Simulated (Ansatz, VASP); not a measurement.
## Ta3N in VASP and in Ansatz

Contents of INCAR:

```
PREC     = Accurate       # precision mode
ENCUT    = 520            # plane-wave cutoff, eV
EDIFF    = 1E-6           # SCF threshold, eV
ISMEAR   = 0              # smearing method
SIGMA    = 0.15           # smearing width, eV
LREAL    = False          # projectors in reciprocal space
LASPH    = True           # aspherical terms in the spheres
NELM     = 80             # most SCF steps
ALGO     = Normal         # electronic algorithm
ISIF     = 2              # what is computed and relaxed
LWAVE    = False          # write WAVECAR
LCHARG   = True           # write CHGCAR
GGA      = PE             # functional
LELF     = True           # ELF
LVHAR    = True         
NBANDS   = 27             # bands
```

File KPOINTS:

```
regular mesh
0
Gamma
  18 18 6
```

POSCAR

```
Ta3N
1.0
    3.0217748255      0.0000000000      0.0000000000
   -1.5108874128      2.6169337634      0.0392540065
    0.0000000000      0.1133638228      7.5575881873
Ta N
3 1
Direct
    0.0000000000      0.0000000000      0.5000000000
    0.3333333333      0.6666666667      0.1735950547
    0.6666666667      0.3333333333      0.8264049453
    0.0000000000      0.0000000000      0.0000000000
```

Input for Ansatz:

```yaml
crystal:
  lattice:
    - [3.0217748255, 0.0, 0.0]
    - [-1.5108874128, 2.6169337634, 0.0392540065]
    - [0.0, 0.1133638228, 7.5575881873]
  atoms:
    - { symbol: Ta, position: [0.0, 0.0, 0.5] }
    - { symbol: Ta, position: [0.3333333333, 0.6666666667, 0.1735950547] }
    - { symbol: Ta, position: [0.6666666667, 0.3333333333, 0.8264049453] }
    - { symbol: "N", position: [0.0, 0.0, 0.0] }
basis:
  ecutwfc: 420
kpoints:
  mp_grid: { grid: [18, 18, 6] }
hamiltonian:
  xc: pbe
scf:
  occupations: { method: gaussian, width: 0.15 }
output:
  forces: true
  stress: true
  eigenvalues: true
  write_density: true
  write_potential: true
  elf: true
  volumetric_format: npy
```

Change from the starting cell: strain +0.0300 x Voigt [0, 0, 0, 1, 0, 0], atoms carried along.

Alike in both runs: task single point; functional PBE; k mesh 18 × 18 × 6; occupations gaussian, width 0.15 eV; no spin polarisation.

|  | VASP | Ansatz |
| --- | --- | --- |
| version | VASP 6.6.1 | Ansatz 0.2.0 |
| potentials or method | VASP PAW PBE potentials, release 64 (Ta_pv, N), cutoff 520 eV | scalar-relativistic, plane waves, PAW |
| valence electrons in the cell | 38 | 44 |

```tsv
	VASP	Ansatz	Ansatz less VASP
gap on the k mesh at the Fermi level (eV)	none	none	-
pressure (GPa)	0.5	0.2	-0.31
traceless stress, the component that is largest in VASP (GPa)	-0.47	-0.49	-0.012
rms of the force components (eV/Å)	0.079	0.073	-0.0061
```

Atom by atom the forces differ by 0.020 eV/Å (rms over components). A gap of «none» marks a metal or a gap that the smearing closes. VASP's potentials hold 38 valence electrons a cell and Ansatz's 44, so a difference there can come from the potentials and not from the codes.

Spin-orbit coupling is off throughout.
